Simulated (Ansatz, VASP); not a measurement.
This is a calculation of TiCo for Ansatz 0.2.0.

input.yaml

```yaml
crystal:
  lattice:
    - [2.98611099, 0.0, 0.0]
    - [0.0, 2.98611099, 0.0]
    - [0.0, 0.0, 2.98611099]
  atoms:
    - { symbol: Co, position: [0.5, 0.5, 0.5], spin: 2.5333333333 }
    - { symbol: Ti, position: [0.0, 0.0, 0.0], spin: 1.2666666667 }
hamiltonian:
  xc: pbe
  pseudopotentials: { kind: paw }
magnetization:
  spin_polarized: true
  initial_magnetization: 3.8
  spin_locking: { lock_magnetization: hard }
kpoints:
  mp_grid: { grid: [8, 8, 8] }
scf:
  occupations: { method: fermi_dirac, width: 0.05 }
  lower_state_search: "off"
output:
  forces: true
  stress: true
  eigenvalues: true
```

Potentials or basis: Ansatz PAW.

Launch:

```console
$ ansatz run input.yaml --threads 2 --pin off --max-ram 5632MiB --backend cpu --events-out ev --progress --plain --runs-dir out
```

Question: Translate it to VASP 6.6.1. Potentials there: VASP PAW PBE potentials, release 64 (Co, Ti_sv).

Answer: As run (the cutoff follows the program's own potentials):

The input INCAR:

```
SYSTEM = TiCo
PREC = Accurate ; ENCUT = 520
EDIFF = 1E-6 ; ISMEAR = -1
SIGMA = 0.05 ; LREAL = .False.
LASPH = .True. ; NELM = 150
ALGO = Normal ; ISIF = 2
LWAVE = .False. ; LCHARG = .True.
ISPIN = 2 ; MAGMOM = 2.53333 1.26667
LORBIT = 11 ; NUPDOWN = 3.8
LMAXMIX = 4 ; GGA = PE
LELF = .True. ; LVHAR = .True.
NBANDS = 22
```

File KPOINTS:

```
Automatic mesh
0
Gamma
  8 8 8
  0 0 0
```

The input POSCAR:

```
TiCo
1.0
    2.9861109900      0.0000000000      0.0000000000
    0.0000000000      2.9861109900      0.0000000000
    0.0000000000      0.0000000000      2.9861109900
Co Ti
1 1
Direct
    0.5000000000      0.5000000000      0.5000000000
    0.0000000000      0.0000000000      0.0000000000
```

Potentials or basis: VASP PAW PBE potentials, release 64 (Co, Ti_sv).

Run with:

```console
$ cat potpaw_PBE.64/Co/POTCAR potpaw_PBE.64/Ti_sv/POTCAR > POTCAR
$ mpirun -np 1 vasp_std > vasp.out
```

Both were run:

|  | VASP | Ansatz | Ansatz less VASP |
| --- | --- | --- | --- |
| pressure (GPa) | 18.3 | 18.7 | +0.42 |
| net moment per atom (μB) | 1.90 | 1.90 | 0.000 |
| size of the moment on the site where the two differ most (μB) | 1.17 | 1.07 | -0.093 |

Site moments also hang on the region over which each program counts them. The functional is the same, so the differences come from potentials, cutoffs and numerics. VASP's potentials hold 21 valence electrons a cell and Ansatz's 29, so a difference there can come from the potentials and not from the codes.
